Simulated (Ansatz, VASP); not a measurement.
## Two plane-wave programs on Ru

The input INCAR:

```
PREC = Accurate
ENCUT = 520
EDIFF = 1E-6
ISMEAR = 0
SIGMA = 0.15
LREAL = False
LASPH = True
NELM = 60
ALGO = Fast
ISIF = 2
LWAVE = False
LCHARG = False
GGA = PE
NBANDS = 13
```

KPOINTS

```
Automatic mesh
0
Gamma
  22 22 22
```

The input POSCAR:

```
Ru
1.0
    0.0000000000      1.9150000000      1.9724500000
    1.9150000000      0.0000000000      1.9724500000
    1.9150000000      1.9150000000      0.0000000000
Ru
1
Direct
    0.0000000000      0.0000000000      0.0000000000
```

Input for Ansatz:

```yaml
crystal:
  lattice:
    - [0.0, 1.915, 1.97245]
    - [1.915, 0.0, 1.97245]
    - [1.915, 1.915, 0.0]
  atoms:
    - { symbol: Ru, position: [0.0, 0.0, 0.0] }
basis:
  ecutwfc: 420
kpoints:
  mp_grid: { grid: [22, 22, 22] }
hamiltonian:
  xc: pbe
scf:
  occupations: { method: gaussian, width: 0.15 }
output:
  forces: true
  stress: true
  eigenvalues: true
```

Change from the starting cell: strain +0.000 along x and y, +0.030 along z, atoms carried along.

Alike in both runs: task single point; functional PBE; k mesh 22 × 22 × 22; occupations gaussian, width 0.15 eV; no spin polarisation.

```csv
,VASP,Ansatz
version,VASP 6.6.1,Ansatz 0.2.0
potentials or method,"VASP PAW PBE potentials, release 64 (Ru_pv), cutoff 520 eV","scalar-relativistic, plane waves, PAW"
valence electrons in the cell,14,16
```

Ansatz gave:

| Property | Result |
| --- | --- |
| gap on the k mesh at the Fermi level (eV) | none |
| pressure (GPa) | -12.2 |
| traceless stress, the component that is largest in VASP (GPa) | -4.47 |

Question: Which values does VASP return?

Answer: gap on the k mesh at the Fermi level (eV): none; pressure (GPa): -12.4; traceless stress, the component that is largest in VASP (GPa): -4.46.

A gap of «none» marks a metal or a gap that the smearing closes. With one functional, cell and mesh, what is left measures potentials, basis and numerics. VASP's potentials hold 14 valence electrons a cell and Ansatz's 16, so a difference there can come from the potentials and not from the codes.
